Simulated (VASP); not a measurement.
# SnSe (I4/mmm) in VASP: further runs

SnSe is run at these levels: PBE+D3(BJ); tasks: single point.

All numbers are computed with VASP 6.6.1; they aren't measurements. Logs are shortened: lines on timing, memory, paths and dates and some standing lists are left out, and cuts for length are marked.

## 1. The cell of the first run

It takes space group I4/mmm (No. 139, tetragonal). The conventional cell has a = 4.100 Å, b = 4.100 Å, c = 5.888 Å, α = 90.00°, β = 90.00°, γ = 90.00°. Within 3.8 Å of Sn (site symmetry 4/mmm) lie 6 Se at 2.90 to 2.94 Å. Within 3.8 Å of Se (site symmetry 4/mmm) lie 6 Sn at 2.90 to 2.94 Å.

## 2. Single point, PBE+D3(BJ) (strain -0.030 along x and y, -0.015 along z)

File INCAR:

```
ALGO     = Normal         # electronic algorithm
EDIFF    = 1E-7           # SCF threshold, eV
ENCUT    = 520            # plane-wave cutoff, eV
GGA      = PE             # functional
ISIF     = 2              # what is computed and relaxed
ISMEAR   = 0              # smearing method
IVDW     = 12             # dispersion correction
LASPH    = True           # aspherical terms in the spheres
LCHARG   = True           # write CHGCAR
LELF     = True           # ELF
LREAL    = False          # projectors in reciprocal space
LVHAR    = True         
LWAVE    = False          # write WAVECAR
NBANDS   = 17             # bands
NELM     = 80             # most SCF steps
PREC     = Accurate       # precision mode
SIGMA    = 0.05           # smearing width, eV
```

File KPOINTS:

```
k-points
0
Gamma
  10 10 10
```

File POSCAR:

```
SnSe
1.0
    0.0000000000      2.8991057745      2.9439373071
    2.8991057745      0.0000000000      2.9439373071
    2.8991057745      2.8991057745      0.0000000000
Sn Se
1 1
Direct
    0.0000000000      0.0000000000      0.0000000000
    0.5000000000      0.5000000000      0.5000000000
```

Potentials or basis: VASP PAW PBE potentials, release 64 (Sn_d, Se).

The run is started by

```bash
> cat potpaw_PBE.64/Sn_d/POTCAR potpaw_PBE.64/Se/POTCAR > POTCAR
> mpirun -np 1 vasp_std > vasp.out
```

OUTCAR:

```text
EDIFF = 1E-7
   ENCUT = 520
   GGA = PE
   ISIF = 2
   ISMEAR = 0
   IVDW = 12
   LASPH = True
   LREAL = False
   NELM = 80
   PREC = Accurate
 IVDW          = 12

 ion  position               nearest neighbor table
   1  0.000  0.000  0.000-   2 2.90   2 2.90   2 2.90   2 2.90   2 2.94   2 2.94
   2  0.500  0.500  0.500-   1 2.90   1 2.90   1 2.90   1 2.90   1 2.94   1 2.94

  LATTYP: Found a body centered tetragonal cell.
 ALAT       =     4.0999547051
 C/A-ratio  =     1.4360828443

  Lattice vectors:

 A1 = (  -2.8991057745,   0.0000000000,   2.9439373071)
 A2 = (   2.8991057745,   0.0000000000,   2.9439373071)
 A3 = (   0.0000000000,   2.8991057745,  -2.9439373071)

Analysis of symmetry for initial positions (statically):
=====================================================================
 Subroutine PRICEL returns:
 Original cell was already a primitive cell.

 Routine SETGRP: Setting up the symmetry group for a
 body centered tetragonal supercell.

 Subroutine GETGRP returns: Found 16 space group operations
 (whereof 16 operations were pure point group operations)
 out of a pool of 16 trial point group operations.

The static configuration has the point symmetry D_4h.

Analysis of symmetry for dynamics (positions and initial velocities):
=====================================================================
 Subroutine PRICEL returns:
 Original cell was already a primitive cell.

 Routine SETGRP: Setting up the symmetry group for a
 body centered tetragonal supercell.

 Subroutine GETGRP returns: Found 16 space group operations
 (whereof 16 operations were pure point group operations)
 out of a pool of 16 trial point group operations.

The dynamic configuration has the point symmetry D_4h.

 Subroutine INISYM returns: Found 16 space group operations
 (whereof 16 operations are pure point group operations),
 and found     1 'primitive' translations

----------------------------------------------------------------------------------------

                                     Primitive cell

  volume of cell :      49.4865

  direct lattice vectors                    reciprocal lattice vectors
     0.000000000  2.899105775  2.943937307    -0.172466974  0.172466974  0.169840573
     2.899105775  0.000000000  2.943937307     0.172466974 -0.172466974  0.169840573
     2.899105775  2.899105775  0.000000000     0.172466974  0.172466974 -0.169840573

  length of vectors
     4.131776998  4.131776998  4.099954705     0.297212945  0.297212945  0.297212945

  position of ions in fractional coordinates (direct lattice)
     0.000000000  0.000000000  0.000000000
     0.500000000  0.500000000  0.500000000

  ion indices of the primitive-cell ions
   primitive index   ion index
                 1           1
                 2           2

----------------------------------------------------------------------------------------

 KPOINTS: k-points

Automatic generation of k-mesh.
 Grid dimensions read from file:
 generate k-points for:   10   10   10

 Generating k-lattice:

  Cartesian coordinates                     Fractional coordinates (reciprocal lattice)
    -0.017246697  0.017246697  0.016984057     0.100000000  0.000000000  0.000000000
     0.017246697 -0.017246697  0.016984057     0.000000000  0.100000000  0.000000000
     0.017246697  0.017246697 -0.016984057     0.000000000  0.000000000  0.100000000

  Length of vectors
     0.029721294  0.029721294  0.029721294

  Shift w.r.t. Gamma in fractional coordinates (k-lattice)
     0.000000000  0.000000000  0.000000000

 Subroutine IBZKPT returns following result:
 ===========================================

 Found    102 irreducible k-points:

 Following reciprocal coordinates:
            Coordinates               Weight
  0.000000  0.000000  0.000000      1.000000
  0.100000  0.000000  0.000000      8.000000
  0.200000  0.000000  0.000000      8.000000
  0.300000 -0.000000  0.000000      8.000000
  0.400000  0.000000  0.000000      8.000000
  0.500000 -0.000000  0.000000      4.000000
[... 16 lines left out ...]
  0.300000  0.300000  0.000000      2.000000
  0.400000  0.300000  0.000000      8.000000
 [... further k-points ...]
   k-points           NKPTS =    102   k-points in BZ     NKDIM =    102   number of bands    NBANDS=     17
   number of dos      NEDOS =    301   number of ions     NIONS =      2
   total plane-waves  NPLWV =  30720
   dimension x,y,z NGX =    32 NGY =   32 NGZ =   30
   dimension x,y,z NGXF=    64 NGYF=   64 NGZF=   60
   ions per type =               1   1
   NGX,Y,Z   is equivalent  to a cutoff of  12.88, 12.88, 12.16 a.u.
   NGXF,Y,Z  is equivalent  to a cutoff of  25.75, 25.75, 24.33 a.u.
 SYSTEM =  unknown system
   PREC   = accura    normal or accurate (medium, high low for compatibility)
   ISTART =      0    job   : 0-new  1-cont  2-samecut
   ICHARG =      2    charge: 1-file 2-atom 10-const
   ISPIN  =      1    spin polarized calculation?
   LNONCOLLINEAR =      F non collinear calculations
   LSORBIT =      F    spin-orbit coupling
   LASPH  =      T    aspherical Exc in radial PAW
   ENCUT  =  520.0 eV  38.22 Ry    6.18 a.u.   7.68  7.68  7.62*2*pi/ulx,y,z
   NELM   =     80;   NELMIN=  2; NELMDL= -5     # of ELM steps
   EDIFF  = 0.1E-06   stopping-criterion for ELM
   LREAL  =      F    real-space projection
   EDIFFG = 0.1E-05   stopping-criterion for IOM
   NSW    =      0    number of steps for IOM
   IBRION =     -1    ionic relax: 0-MD 1-quasi-New 2-CG
   NFREE  =      0    steps in history (QN), initial steepest desc. (CG)
   ISIF   =      2    stress and relaxation
   ISYM   =      2    0-nonsym 1-usesym 2-fastsym
   POTIM  = 0.5000    time-step for ionic-motion
   TEBEG  =    0.0;   TEEND  =   0.0 temperature during run
   PSTRESS=    0.0 pullay stress
   NELECT =      20.0000    total number of electrons
   NUPDOWN=      -1.0000    fix difference up-down
   EMIN   =  10.00;   EMAX   =-10.00  energy-range for DOS
   EFERMI =   0.00;   METHOD = LEGACY
   ISMEAR =     0;   SIGMA  =   0.05  broadening in eV -4-tet -1-fermi 0-gaus
   EFERMI_NEDOS =   21; number of points for ismear=-14 and -15
   IALGO  =     38    algorithm
   IMIX   =      4    mixing-type and parameters
     AMIX     =   0.40;   BMIX     =  1.00
     AMIX_MAG =   1.60;   BMIX_MAG =  1.00
  volume/ion in A,a.u.               =      24.74       166.98
  Fermi-wavevector in a.u.,A,eV,Ry     =   1.210382  2.287291 19.932883  1.465026
  Thomas-Fermi vector in A             =   2.345931
   LORBIT       =      0    0 simple, 1 ext, 2 COOP (PROOUT), +10 PAW based schemes
   GGA     = PE    functional components
   LHFCALC =     F    Hartree Fock is set to
   AEXX    =    0.0000 exact exchange contribution
   IVDW    =    12    specifies the selected vdW correction
   LEPSILON=     F    determine dielectric tensor
   LRPA    =     F    only Hartree local field effects (RPA)
 non-spin polarized calculation
 Gauss-broadening in eV      SIGMA  =   0.05
  energy-cutoff  :      520.00
  volume of cell :       49.49
 maximum number of plane-waves:      1363
   NGX = 15   NGY = 15   NGZ = 15

 number of electron      19.9999999 magnetization

 Free energy of the ion-electron system (eV)
  ---------------------------------------------------
  ext. energy  EPLUGINS =         0.00000000
  ---------------------------------------------------
  free energy    TOTEN  =        -8.08315735 eV

  energy without entropy =       -8.08315732  energy(sigma->0) =       -8.08315733

 E-fermi :   7.0716     XC(G=0): -10.0478

 val. band max:        6.9213290373   @ k =  -0.2000   0.2000   0.0000
 cond. band min:       7.2329257052   @ k =  -0.4000   0.0000   0.1000
 fundamental gap:      0.3115966678
 Fermi energy:         7.0716073346

 k-point     1 :       0.0000    0.0000    0.0000
  band No.  band energies     occupation
      1     -14.8848      2.00000
      2     -14.8805      2.00000
      3     -14.8805      2.00000
      4     -14.8789      2.00000
      5     -14.8773      2.00000
      6      -7.8508      2.00000
[... 9 lines left out ...]
     16      12.5001      0.00000
     17      14.8043      0.00000

 k-point     2 :       0.1000    0.0000    0.0000
  band No.  band energies     occupation
      1     -14.8856      2.00000
      2     -14.8807      2.00000
      3     -14.8799      2.00000
      4     -14.8783      2.00000
      5     -14.8760      2.00000
      6      -7.7667      2.00000
[... 9 lines left out ...]
     16      12.7725      0.00000
     17      15.6245      0.00000

 k-point     3 :       0.2000    0.0000    0.0000
  band No.  band energies     occupation
      1     -14.8883      2.00000
      2     -14.8839      2.00000
      3     -14.8788      2.00000
      4     -14.8738      2.00000
      5     -14.8716      2.00000
      6      -7.5278      2.00000
[... 9 lines left out ...]
     16      13.4372      0.00000
     17      17.3068      0.00000

 k-point     4 :       0.3000   -0.0000    0.0000
  band No.  band energies     occupation
      1     -14.8919      2.00000
      2     -14.8881      2.00000
      3     -14.8777      2.00000
      4     -14.8681      2.00000
      5     -14.8656      2.00000
      6      -7.1830      2.00000
[... 9 lines left out ...]
     16      14.4735      0.00000
     17      19.1862      0.00000
[... 343 lines left out ...]
      1     -14.8923      2.00000
      2     -14.8877      2.00000
      3     -14.8777      2.00000
      4     -14.8711      2.00000
      5     -14.8624      2.00000
      6      -7.0573      2.00000
[... 9 lines left out ...]
     16      16.2700      0.00000
     17      16.7092      0.00000

 k-point    23 :       0.3000    0.3000    0.0000
  band No.  band energies     occupation
      1     -14.9118      2.00000
      2     -14.8836      2.00000
      3     -14.8720      2.00000
      4     -14.8640      2.00000
      5     -14.8640      2.00000
      6      -6.9794      2.00000
[... 9 lines left out ...]
     16      17.0915      0.00000
     17      17.0915      0.00000

 k-point    24 :       0.4000    0.3000    0.0000
  band No.  band energies     occupation
      1     -14.9173      2.00000
      2     -14.8834      2.00000
      3     -14.8727      2.00000
      4     -14.8612      2.00000
      5     -14.8599      2.00000
      6      -6.7204      2.00000
[... 9 lines left out ...]
     16      17.7839      0.00000
     17      18.3102      0.00000

 [... further k-points ...]

------------------------ aborting loop because EDIFF is reached ----------------------------------------

 Edisp (eV)   -0.78076

 E8    (eV) :    -0.3516

  FORCE on cell =-STRESS in cart. coord.  units (eV):
  Direction    XX          YY          ZZ          XY          YZ          ZX
  --------------------------------------------------------------------------------------
  -------------------------------------------------------------------------------------
  Total       1.77510     1.77510     0.92469     0.00000     0.00000     0.00000
  in kB      57.47066    57.47066    29.93791     0.00000     0.00000     0.00000
  external pressure =       48.29 kB  Pullay stress =        0.00 kB

 VOLUME and BASIS-vectors are now :
 -----------------------------------------------------------------------------
  energy-cutoff  :      520.00
  volume of cell :       49.49
      direct lattice vectors                 reciprocal lattice vectors
     0.000000000  2.899105775  2.943937307    -0.172466974  0.172466974  0.169840573
     2.899105775  0.000000000  2.943937307     0.172466974 -0.172466974  0.169840573
     2.899105775  2.899105775  0.000000000     0.172466974  0.172466974 -0.169840573

 POSITION                                       TOTAL-FORCE (eV/Angst)
 -----------------------------------------------------------------------------------
      0.00000      0.00000      0.00000        -0.000000      0.000000      0.000000
      2.89911      2.89911      2.94394         0.000000     -0.000000     -0.000000
 -----------------------------------------------------------------------------------
    total drift:                                0.000000     -0.000000     -0.000000

  FREE ENERGIE OF THE ION-ELECTRON SYSTEM (eV)
  ---------------------------------------------------
  free  energy   TOTEN  =        -8.8639197902 eV

  energy  without entropy=       -8.8639197623  energy(sigma->0) =       -8.86391978
```

Run time: 38 s. Hardware: 1 thread of Intel Xeon 6975P-C (Granite Rapids), shared host; peak memory 0.24 GiB.

What came out:

```yaml
Free_energy: -8.8639 eV
Pressure: 4.8 GPa
Band_gap_on_the_k_mesh: 0.31 eV, indirect (least direct gap 0.51 eV)
Dispersion_energy_per_atom: -0.390 eV
```

Levels at points of the mesh, in eV from the valence-band top:
```tsv
k point	band 6	band 7	band 8	band 9	band 10	band 11	band 12	band 13	band 14	band 15
(0.00, 0.00, 0.00)	-14.77	-4.92	-2.73	-2.73	-2.58	4.23	4.63	4.63	5.46	5.58
(0.50, 0.00, 0.00)	-13.61	-8.79	-2.43	-2.39	-0.28	0.78	0.93	1.02	8.32	10.07
(0.50, 0.50, 0.00)	-13.28	-6.35	-6.18	-4.29	-4.29	2.51	5.77	5.77	6.28	10.57
(0.50, 0.00, 0.50)	-13.20	-6.39	-6.26	-4.42	-4.24	2.46	5.48	5.90	6.49	10.53
```

Caveat: the cell differs from its parent crystal (strain -0.030 along x and y, -0.015 along z); spin-orbit coupling is left out, which moves the levels of the heavy elements. A k mesh can miss the band edges.

## 3. Single point, PBE+D3(BJ) (strain -0.030 along x and y, +0.000 along z)

File INCAR:

```
  ALGO = Normal
  EDIFF = 1E-7
  ENCUT = 520
  GGA = PE
  ISIF = 2
  ISMEAR = 0
  IVDW = 12
  LASPH = True
  LCHARG = False
  LREAL = False
  LWAVE = False
  NBANDS = 17
  NELM = 60
  PREC = Accurate
  SIGMA = 0.05
```

KPOINTS is that of step 2.

File POSCAR:

```
SnSe
1.0
    0.0000000000      2.8991057745      2.9887688397
    2.8991057745      0.0000000000      2.9887688397
    2.8991057745      2.8991057745      0.0000000000
Sn Se
1 1
Direct
    0.0000000000      0.0000000000      0.0000000000
    0.5000000000      0.5000000000      0.5000000000
```

Potentials or basis: VASP PAW PBE potentials, release 64 (Sn_d, Se).

The run is started by

```bash
> cat potpaw_PBE.64/Sn_d/POTCAR potpaw_PBE.64/Se/POTCAR > POTCAR
> mpirun -np 1 vasp_std > vasp.out
```

It took 35 s on 1 thread of Intel Xeon 6975P-C (Granite Rapids), shared host; peak memory 0.25 GiB.

Results (log left out):

- Free energy: -8.8722 eV
- Pressure: 3.9 GPa
- Band gap on the k mesh: 0.28 eV, indirect (least direct gap 0.45 eV)
- Dispersion energy per atom: -0.384 eV

Stress tensor (GPa, compression positive):
```
5.54 0.00 0.00
0.00 5.54 0.00
0.00 0.00 0.52
```

Levels at points of the mesh, in eV from the valence-band top:
```tsv
k point	band 8	band 9	band 10	band 11	band 12	band 13
(0.00, 0.00, 0.00)	-2.75	-2.75	-2.46	3.91	4.68	4.68
(0.50, 0.00, 0.00)	-2.43	-2.35	-0.29	0.71	0.90	1.06
(0.50, 0.50, 0.00)	-6.13	-4.21	-4.21	2.59	5.72	5.72
(0.50, 0.00, 0.50)	-6.29	-4.46	-4.11	2.49	5.16	5.96
```

Caveat: the cell differs from its parent crystal (strain -0.030 along x and y, +0.000 along z); spin-orbit coupling is left out, which moves the levels of the heavy elements.

(Continued in part 2 of 2.)
